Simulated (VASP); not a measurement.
# Mo (I4/mmm) in VASP: single point with PBEsol

Aim: the single point of Mo with PBEsol.

All numbers are computed with VASP 6.6.1; they aren't measurements. Logs are shortened: lines on timing, memory, paths and dates and some standing lists are left out, and cuts for length are marked.

**1. The cell of the first run**

The structure is tetragonal, space group I4/mmm (No. 139). Conventional cell: a = 2.891 Å, b = 2.891 Å, c = 3.016 Å, α = 90.00°, β = 90.00°, γ = 90.00°. Within 3.4 Å of Mo (site symmetry 4/mmm) lie 14 Mo at 2.54 to 3.02 Å.

**2. Single point, PBEsol (strain -0.080 along x and y, -0.040 along z)**

INCAR reads:

```
SYSTEM = Mo
PREC = Accurate
ENCUT = 520
EDIFF = 1E-6
ISMEAR = 0
SIGMA = 0.15
LREAL = .False.
LASPH = .True.
NELM = 100
ALGO = Fast
ISIF = 2
LWAVE = .False.
LCHARG = .False.
GGA = PS
NBANDS = 13
```

KPOINTS reads:

```
Automatic mesh
0
Gamma
  22 22 22
  0 0 0
```

POSCAR reads:

```
Mo
1.0
   -1.4453200000      1.4453200000      1.5081600000
    1.4453200000     -1.4453200000      1.5081600000
    1.4453200000      1.4453200000     -1.5081600000
Mo
1
Direct
    0.0000000000      0.0000000000      0.0000000000
```

Potentials or basis: VASP PAW PBE potentials, release 64 (Mo_sv).

Run with:

```console
$ cat potpaw_PBE.64/Mo_sv/POTCAR > POTCAR
$ mpirun -np 1 vasp_std > vasp.out
```

OUTCAR:

```text
SYSTEM = Mo
   PREC = Accurate
   ENCUT = 520
   EDIFF = 1E-6
   ISMEAR = 0
   LREAL = .False.
   LASPH = .True.
   NELM = 100
   ISIF = 2
   GGA = PS

 ion  position               nearest neighbor table
   1  0.000  0.000  0.000-

  LATTYP: Found a body centered tetragonal cell.
 ALAT       =     2.8906400000
 C/A-ratio  =     1.0434782609

  Lattice vectors:

 A1 = (  -1.4453200000,   1.4453200000,   1.5081600000)
 A2 = (   1.4453200000,  -1.4453200000,   1.5081600000)
 A3 = (   1.4453200000,   1.4453200000,  -1.5081600000)

Analysis of symmetry for initial positions (statically):
=====================================================================
 Subroutine PRICEL returns:
 Original cell was already a primitive cell.

 Routine SETGRP: Setting up the symmetry group for a
 body centered tetragonal supercell.

 Subroutine GETGRP returns: Found 16 space group operations
 (whereof 16 operations were pure point group operations)
 out of a pool of 16 trial point group operations.

The static configuration has the point symmetry D_4h.

Analysis of symmetry for dynamics (positions and initial velocities):
=====================================================================
 Subroutine PRICEL returns:
 Original cell was already a primitive cell.

 Routine SETGRP: Setting up the symmetry group for a
 body centered tetragonal supercell.

 Subroutine GETGRP returns: Found 16 space group operations
 (whereof 16 operations were pure point group operations)
 out of a pool of 16 trial point group operations.

The dynamic configuration has the point symmetry D_4h.

 Subroutine INISYM returns: Found 16 space group operations
 (whereof 16 operations are pure point group operations),
 and found     1 'primitive' translations

----------------------------------------------------------------------------------------

                                     Primitive cell

  volume of cell :      12.6019

  direct lattice vectors                    reciprocal lattice vectors
    -1.445320000  1.445320000  1.508160000     0.000000000  0.345944151  0.331529811
     1.445320000 -1.445320000  1.508160000     0.345944151  0.000000000  0.331529811
     1.445320000  1.445320000 -1.508160000     0.345944151  0.345944151  0.000000000

  length of vectors
     2.540166607  2.540166607  2.540166607     0.479154851  0.479154851  0.489238910

  position of ions in fractional coordinates (direct lattice)
     0.000000000  0.000000000  0.000000000

  ion indices of the primitive-cell ions
   primitive index   ion index
                 1           1

[... 82 lines left out ...]
   NELECT =      14.0000    total number of electrons
   NUPDOWN=      -1.0000    fix difference up-down
   EMIN   =  10.00;   EMAX   =-10.00  energy-range for DOS
   EFERMI =   0.00;   METHOD = LEGACY
   ISMEAR =     0;   SIGMA  =   0.15  broadening in eV -4-tet -1-fermi 0-gaus
   EFERMI_NEDOS =   21; number of points for ismear=-14 and -15
   IALGO  =     68    algorithm
   IMIX   =      4    mixing-type and parameters
     AMIX     =   0.40;   BMIX     =  1.00
     AMIX_MAG =   1.60;   BMIX_MAG =  1.00
  volume/ion in A,a.u.               =      12.60        85.04
  Fermi-wavevector in a.u.,A,eV,Ry     =   1.695531  3.204089 39.114367  2.874825
  Thomas-Fermi vector in A             =   2.776558
   LORBIT       =      0    0 simple, 1 ext, 2 COOP (PROOUT), +10 PAW based schemes
   GGA     = PS    functional components
   LHFCALC =     F    Hartree Fock is set to
   AEXX    =    0.0000 exact exchange contribution
   IVDW    =     0    specifies the selected vdW correction
   LEPSILON=     F    determine dielectric tensor
   LRPA    =     F    only Hartree local field effects (RPA)
 non-spin polarized calculation
 RMM-DIIS sequential band-by-band and
 Gauss-broadening in eV      SIGMA  =   0.15
  energy-cutoff  :      520.00
  volume of cell :       12.60
 maximum number of plane-waves:       362
   NGX =  9   NGY =  9   NGZ =  9

 number of electron      13.9999999 magnetization

 Free energy of the ion-electron system (eV)
  ---------------------------------------------------
  ext. energy  EPLUGINS =         0.00000000
  ---------------------------------------------------
  free energy    TOTEN  =       -11.15343386 eV

  energy without entropy =      -11.14714675  energy(sigma->0) =      -11.15029030

 E-fermi :  16.2972     XC(G=0): -14.7851

 val. band max:       16.2945920734   @ k =  -0.1818  -0.1818   0.1818
 cond. band min:      16.2992308713   @ k =  -0.2727  -0.3182   0.2727
 fundamental gap:      0.0046387979
 Fermi energy:        16.2972162404

 k-point     1 :       0.0000    0.0000    0.0000
  band No.  band energies     occupation
      1     -45.1215      2.00000
      2     -17.6936      2.00000
      3     -17.6821      2.00000
      4     -17.6821      2.00000
      5       8.4372      2.00000
      6      14.1972      2.00000
      7      14.1972      2.00000
      8      14.8227      2.00000
      9      17.8323      0.00000
     10      18.6839      0.00000
     11      30.6643      0.00000
     12      31.6046      0.00000
     13      31.6046      0.00000
[... 354 lines left out ...]
  band No.  band energies     occupation
      1     -44.5359      2.00000
      2     -20.2758      2.00000
      3     -18.4623      2.00000
      4     -17.7328      2.00000
      5       9.7230      2.00000
      6      11.9980      2.00000
      7      17.3127      0.00000
      8      18.4791      0.00000
      9      19.5253      0.00000
     10      22.2493      0.00000
     11      29.0450      0.00000
     12      31.8421      0.00000
     13      37.5007      0.00000

 [... further k-points ...]

------------------------ aborting loop because EDIFF is reached ----------------------------------------

  FORCE on cell =-STRESS in cart. coord.  units (eV):
  Direction    XX          YY          ZZ          XY          YZ          ZX
  --------------------------------------------------------------------------------------
  -------------------------------------------------------------------------------------
  Total        7.0814777      7.0814777      5.4842401      0.0000000      0.0000000      0.0000000
  in kB      900.3244460    900.3244460    697.2549513      0.0000000      0.0000000      0.0000000
  external PRESSURE =     832.6346144 kB  Pullay stress =       0.0000000 kB

 VOLUME and BASIS-vectors are now :
 -----------------------------------------------------------------------------
  energy-cutoff  :      520.00
  volume of cell :       12.60
      direct lattice vectors                 reciprocal lattice vectors
    -1.445320000  1.445320000  1.508160000     0.000000000  0.345944151  0.331529811
     1.445320000 -1.445320000  1.508160000     0.345944151  0.000000000  0.331529811
     1.445320000  1.445320000 -1.508160000     0.345944151  0.345944151  0.000000000

 POSITION                                       TOTAL-FORCE (eV/Angst)
 -----------------------------------------------------------------------------------
      0.00000      0.00000      0.00000        -0.000000     -0.000000     -0.000000
 -----------------------------------------------------------------------------------
    total drift:                               -0.000000     -0.000000      0.000000

  FREE ENERGIE OF THE ION-ELECTRON SYSTEM (eV)
  ---------------------------------------------------
  free  energy   TOTEN  =       -11.1534338647 eV

  energy  without entropy=      -11.1471467452  energy(sigma->0) =      -11.15029030
```

Wall time 62 s (1 thread of AMD EPYC 9R45 (Zen 5), shared host); peak memory 0.2 GiB.

Results:

```yaml
Free_energy: -11.1534 eV
Pressure: 83.3 GPa
Band_gap_on_the_k_mesh: zero (bands 7 and 8 overlap by 6.81 eV)
```

Levels at points of the mesh, in eV from the Fermi level:
```tsv
k point	band 3	band 4	band 5	band 6	band 7	band 8	band 9	band 10	band 11	band 12
(0.00, 0.00, 0.00)	-33.98	-33.98	-7.86	-2.10	-2.10	-1.47	1.54	2.39	14.37	15.31
(0.50, 0.00, 0.00)	-34.78	-34.01	-6.78	-4.41	1.74	2.57	3.07	6.39	12.24	15.25
(0.50, 0.50, 0.00)	-34.88	-34.09	-6.93	-5.07	2.76	3.01	3.32	6.55	12.29	15.73
(0.50, 0.50, 0.50)	-35.71	-35.71	-7.49	-7.34	5.21	5.42	5.42	10.18	11.26	11.26
```

Caveat: the cell differs from its parent crystal (strain -0.080 along x and y, -0.040 along z); the cell stands under pressure; the PAW data sets were made with another functional, which shifts forces and pressure a little.
